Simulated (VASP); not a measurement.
A run of VASP 6.6.1 is set up as follows.

INCAR

```
SYSTEM = SiC52
PREC = Accurate ; ENCUT = 520
EDIFF = 1E-6 ; ISMEAR = 0
SIGMA = 0.01 ; LREAL = Auto
LASPH = .TRUE. ; NELM = 100
ALGO = Normal ; ISIF = 2
LWAVE = .FALSE. ; LCHARG = .FALSE.
GGA = PE ; NBANDS = 138
```

The input KPOINTS:

```
Automatic mesh
0
G
  2 2 2
  0 0 0
```

POSCAR

```
SiC52
1.0
   -5.3572106018      5.3572106018      0.0000000000
   -5.3572106018      0.0000000000      5.3572106018
    0.0000000000      5.3572106018      5.3572106018
Si C
1 52
Direct
    0.9592172088      0.6252525347      0.7887562381
    0.3381948544      0.6658205832      0.6645872347
    0.9997530314      0.0042871601      0.6645631414
    1.0094693832      0.6756202403     -0.0084913272
    0.6638988224      0.6658207872      0.6645822257
    0.3337305325     -0.0002306684      0.6652678601
    0.3324772616      0.6663822184      0.0011514832
    0.9997580534      0.3299459479      0.6645636493
    1.0002887869     -0.0014389936      0.0011534208
    0.9991598297      0.6652188068      0.3374473082
    0.6638951466      0.0042918230      0.6645579578
    0.6559144298      0.6756036562     -0.0084943845
    0.3382169935      0.3299318846      0.6645739058
    0.3324710298     -0.0014446906      0.0011563870
    0.3306690557      0.6652230363      0.3374227058
    1.0094926896      0.3220490629     -0.0085570453
    0.9991523548     -0.0032824420      0.3374587334
    0.6680869246      0.3341644362      0.6621412271
    0.6671776203      0.0007962398      0.9973493275
    0.6692032155      0.6678020374      0.3262630521
    0.3347105883      0.3332486287     -0.0026695201
    0.3338662370     -0.0000716696      0.3316906983
    1.0017216211      0.3352848659      0.3262580866
    0.6672008529      0.3332460639     -0.0026668767
    0.6670051779     -0.0000691294      0.3316916813
    0.3338701676      0.3330637486      0.3316867678
    0.6692144660      0.3352902202      0.3262564888
    0.9164933301      0.9150288141      0.2519864881
    0.2489774719      0.9150293599      0.2519890306
    0.9190468198      0.2536016819      0.2407814962
    0.9087074524      0.9282460394      0.5868266125
    0.5843240276      0.9172511474      0.2465928284
    0.2511886069      0.2503840410      0.2465850654
    0.2510034585      0.9170645610      0.5809401755
    0.9190275214      0.5851082755      0.2408318971
    0.9179113328      0.2517689479      0.5770975010
    0.9184342936      0.9203844809      0.9136630572
    0.5843324682      0.2503864241      0.2465833179
    0.5834925265      0.9170660656      0.5809445346
    0.2489766950      0.5825391421      0.2519922257
    0.2510165833      0.2495233974      0.5809276464
    0.2501240730      0.9161616757      0.9160814884
    0.9087332736      0.5747313012      0.5868122239
    0.9184503411      0.2460542267      0.9136656890
    0.5875141819      0.5851162958      0.2408133652
    0.5857193997      0.2517496252      0.5771004519
    0.5800369879      0.9203753907      0.9136537854
    0.2622615496      0.5747244230      0.5867871254
    0.2543149856      0.2460574092      0.9136648085
    0.5857141687      0.5839566112      0.5771089716
    0.5844809170      0.2505575310      0.9129711584
    0.2543188469      0.5844850636      0.9136333911
    0.5800696036      0.5844793356      0.9136386181
```

Potentials or basis: VASP PAW PBE potentials, release 64 (Si, C).

Command:

```sh
$ cat potpaw_PBE.64/Si/POTCAR potpaw_PBE.64/C/POTCAR > POTCAR
$ mpirun -np 1 vasp_std > vasp.out
```

(1) What does it give for the pressure?

(2) What does it give for the largest force?

Results:

(1) 4.9 GPa.

(2) 0.031 eV/Å.

Caveat: the k points lie up to 0.51 Å⁻¹ apart, too coarse for converged energies and pressures of a metal; the cell differs from its parent crystal (atoms taken out, then relaxed in part).
